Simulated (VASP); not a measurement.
Here is a VASP 6.6.1 calculation.

The input POSCAR:

```
LuSb2
1.0
    0.0000000000      4.8122940000      0.0000000000
    4.8122940000      0.0000000000      0.0000000000
    2.4061470000      2.4061470000     -7.4982000000
Sb Lu
4 2
Direct
    0.4140000000      0.4140000000      0.1720000000
    0.1640000000      0.6640000000      0.6720000000
    0.3360000000      0.8360000000      0.3280000000
    0.5860000000      0.5860000000      0.8280000000
    0.0000000000      0.0000000000      0.0000000000
    0.7500000000      0.2500000000      0.5000000000
```

Contents of INCAR.step1:

```
SYSTEM = LuSb2
  PREC = Accurate
  ENCUT = 520
  ISMEAR = -1
  SIGMA = 0.1
  LREAL = .FALSE.
  LASPH = .TRUE.
  NELM = 100
  NBANDS = 44
  GGA = PE
  ALGO = Normal
  EDIFF = 1E-4
  LWAVE = .TRUE.
  LCHARG = .FALSE.
  LUSENCCL = .FALSE.
```

Contents of INCAR.step2:

```
SYSTEM = LuSb2
  PREC = Accurate
  ENCUT = 520
  EDIFF = 1E-6
  ISMEAR = -1
  SIGMA = 0.1
  LREAL = .FALSE.
  LASPH = .TRUE.
  NELM = 100
  ALGO = Normal
  ISIF = 2
  LWAVE = .FALSE.
  LCHARG = .FALSE.
  METAGGA = R2SCAN
  LMIXTAU = .TRUE.
  NBANDS = 44
  ISTART = 1
  LUSENCCL = .FALSE.
```

The input KPOINTS:

```
regular mesh
0
G
  7 7 7
  0 0 0
```

Potentials or basis: VASP PAW PBE potentials, release 64 (Sb, Lu).

Launch:

```sh
$ cat potpaw_PBE.64/Sb/POTCAR potpaw_PBE.64/Lu/POTCAR > POTCAR
$ cp INCAR.step1 INCAR
$ mpirun -np 1 vasp_std > vasp.out
$ cp INCAR.step2 INCAR
$ mpirun -np 1 vasp_std > vasp.out
```

Task: What does it give for the band gap on the k mesh?

Result: Zero (band 35 reaches 7.45 eV, above the bottom of band 36 at 6.28 eV).

Task: Predict the pressure.

Result: 9.3 GPa.

Stress tensor (GPa, compression positive):
```
 4.86  0.00  0.00
 0.00  4.86  0.00
 0.00  0.00 18.27
```

Caveat: the PAW data sets were made with another functional, which shifts forces and pressure a little; spin-orbit coupling is left out, which moves the levels of the heavy elements.
